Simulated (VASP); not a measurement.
A run of VASP 6.6.1 is set up as follows.

File INCAR:

```
PREC = Accurate
ENCUT = 520
EDIFF = 1E-7
ISMEAR = -1
SIGMA = 0.08
LREAL = F
LASPH = T
NELM = 100
ALGO = Normal
ISIF = 2
LWAVE = F
LCHARG = F
LDIPOL = T
IDIPOL = 3
DIPOL = 0.5 0.5 0.500
GGA = CA
NBANDS = 24
```

The input KPOINTS:

```
regular mesh
0
Gamma
  14 14 1
```

File POSCAR:

```
Au
1.0
    2.8625268915      0.0000000000      0.0000000000
    0.0000000000      2.8625268915      0.0000000000
    0.0000000000      0.0000000000     20.0482000000
Au
3
Direct
    0.0000000000      0.0000000000      0.4006258136
    0.5000000000      0.5000000000      0.4999999998
    0.0000000000      0.0000000000      0.5993741866
```

Potentials or basis: VASP PAW LDA potentials, release 64 (Au).

The run is started by

```bash
$ cat potpaw_LDA.64/Au/POTCAR > POTCAR
$ mpirun -np 1 vasp_std > vasp.out
```

(1) What does it give for the largest force?

(2) What does it give for the band gap on the k mesh?

Answers

(1) 0.031 eV/Å.

(2) zero (an odd number of electrons rules out a gap without spin polarisation).

Caveat: spin-orbit coupling is left out, which moves the levels of the heavy elements.
